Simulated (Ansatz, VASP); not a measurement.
# One calculation of I, two programs

```
I
1.0
     3.46958    0.00000    0.00000
     0.00000    3.46958    0.00000
     0.00000    0.00000    3.46958
I
1
Direct
  0.00000 0.00000 0.00000
```

Alike in both runs: functional PBE; k mesh 11 × 11 × 11; occupations fermi-dirac, width 0.1 eV; no spin polarisation.

Ansatz relaxed the structure, and its values are those at the end. VASP's run is a single point on that final structure, the one shown.

|  | VASP | Ansatz |
| --- | --- | --- |
| version | VASP 6.6.1 | Ansatz 0.2.0 |
| potentials or method | VASP PAW PBE potentials, release 64 (I) | PAW with Ansatz's default frozen-core files, scalar-relativistic |
| plane-wave cutoff (eV) | 520 | 420 |
| valence electrons in the cell | 7 | 17 |

```csv
,VASP,Ansatz,Ansatz less VASP
pressure (GPa),0.0,0.0,+0.01
```

VASP's potentials hold 7 valence electrons a cell and Ansatz's 17, so a difference there can come from the potentials and not from the codes.

Spin-orbit coupling is off throughout.
